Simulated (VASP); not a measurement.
Set up this calculation in VASP 6.6.1, as the native input.

| Property | Result |
| --- | --- |
| Task | single point |
| Functional | LDA |
| Potentials or basis | VASP PAW LDA potentials, release 64 (Ta_pv, Ru_pv) |
| Cutoff | 520 eV |
| k mesh | 18 × 18 × 12 |
| Occupations | gaussian, width 0.15 eV |
| Spin | no spin polarisation |
| Dipole correction | no |
| Further INCAR settings | ALGO = Fast; EDIFF = 1e-07; NBANDS = 20 |

The structure of TaRu lies in POSCAR:

```
TaRu
1.0
    1.6541220000     -2.3416130000      0.0000000000
    1.6541220000      2.3416130000      0.0000000000
    0.0000000000      0.0000000000      4.1624230000
Ta Ru
1 1
Direct
    0.5000000000      0.5000000000      0.5000000000
    0.0000000000      0.0000000000      0.0000000000
```

These files were run (other wordings do the same):

INCAR

```
SYSTEM = TaRu
ALGO     = Fast           ! electronic algorithm
EDIFF    = 1E-7           ! SCF threshold, eV
ENCUT    = 520            ! plane-wave cutoff, eV
GGA      = CA             ! functional
ISIF     = 2              ! what is computed and relaxed
ISMEAR   = 0              ! smearing method
LASPH    = .True.         ! aspherical terms in the spheres
LCHARG   = .True.         ! write CHGCAR
LELF     = .True.         ! ELF
LREAL    = .False.        ! projectors in reciprocal space
LVHAR    = .True.       
LWAVE    = .False.        ! write WAVECAR
NBANDS   = 20             ! bands
NELM     = 100            ! most SCF steps
PREC     = Accurate       ! precision mode
SIGMA    = 0.15           ! smearing width, eV
```

KPOINTS

```
k-points
0
Gamma
  18 18 12
  0 0 0
```

Potentials or basis: VASP PAW LDA potentials, release 64 (Ta_pv, Ru_pv).

Launch:

```sh
$ cat potpaw_LDA.64/Ta_pv/POTCAR potpaw_LDA.64/Ru_pv/POTCAR > POTCAR
$ mpirun -np 1 vasp_std > vasp.out
```

It gave:

```json
{
 "Pressure": "-13.1 GPa"
}
```

Wall time 18 min on 1 thread of AMD EPYC 7R13, with other jobs on the host, peak memory 0.45 GiB.
